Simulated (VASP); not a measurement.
Ge13H7: single point with PBE

System: Ge13H7.

```xyz
20
Lattice="6.8906 0.2594 0.1123 0.2594 7.1390 0.0093 0.1123 0.0093 7.2080" Properties=species:S:1:pos:R:3 pbc="T T T"
H     2.5834    2.9648    6.1742
H     3.6756    6.7497    1.0789
H     5.6875    0.5644    0.6893
H     5.0744    7.2498    5.1939
H     1.2625    4.7723    5.2269
H     3.0913    6.4377    5.7489
H     6.1726    1.0880    0.4786
Ge    0.8423    2.4078    6.8701
Ge    3.3729    0.9997    7.0099
Ge    0.8930    2.2318    4.3019
Ge    6.8785    3.7869    2.3571
Ge    4.0080    5.3323    2.7007
Ge    5.8284    5.9446    5.0679
Ge    5.0570    4.0166    6.6901
Ge    1.9059    5.8687    0.8321
Ge    4.7879    2.3754    2.4664
Ge    7.2674    7.0223    3.1428
Ge    3.4760    2.5473    4.8629
Ge    2.6491    3.3886    1.3489
Ge    2.2501    5.8677    4.5697
```

| Quantity | Value |
| --- | --- |
| Program | VASP 6.6.1 |
| Task | single point |
| Functional | PBE |
| Potentials or basis | VASP PAW PBE potentials, release 64 (H, Ge_d) |
| Cutoff | 410 eV |
| k mesh | 1 × 1 × 1, shifted |
| Occupations | fermi-dirac, width 0.05 eV |
| Spin | no spin polarisation |
| Dipole correction | no |
| Mended | yes |
| Further INCAR settings | LREAL = Auto; ALGO = Normal; EDIFF = 1e-06; NBANDS = 110; ISYM = -1 |

```json
{
 "Pressure": "-0.9 GPa",
 "Largest force": "1.426 eV/Å",
 "Band gap on the k mesh": "zero (an odd number of electrons rules out a gap without spin polarisation)"
}
```

Forces in eV/Å, atoms in the order of the input:
```
H   -0.714  0.591  0.606
H    0.047  0.027  0.072
H   -0.632 -0.638  0.144
H   -0.602  1.261  0.285
H    0.531  0.206  0.000
H   -0.003  0.342  0.563
H    0.593  0.461 -0.353
Ge  -0.472  0.280  0.310
Ge  -0.170 -0.435  0.220
Ge   0.182 -0.269 -0.428
Ge   0.045  0.030  0.221
Ge  -0.110 -0.265  0.297
Ge   0.348 -0.826 -0.777
Ge   0.167 -0.521 -0.086
Ge   0.022  0.282  0.495
Ge   0.279  0.119  0.239
Ge   0.024  0.413  0.264
Ge   0.772 -0.096 -0.918
Ge   0.153  0.048 -0.360
Ge  -0.460 -1.012 -0.793
```

Stress tensor (GPa, compression positive):
```
-0.42 -0.55  1.32
-0.55 -1.75  2.01
 1.32  2.01 -0.67
```

Levels at points of the mesh, in eV from the Fermi level:
| k point | band 92 | band 93 | band 94 | band 95 | band 96 | band 97 | band 98 | band 99 |
| --- | --- | --- | --- | --- | --- | --- | --- | --- |
| (0.25, 0.25, 0.25) | -0.97 | -0.79 | -0.36 | 0.00 | 0.51 | 0.77 | 0.88 | 1.22 |

It took 58 s on 1 thread of Intel(R) Xeon(R) Platinum 8375C CPU @ 2.90GHz (Ice Lake), on a shared host, peak memory 0.32 GiB.

Caveat: the atoms stand as in a frame of molecular dynamics.
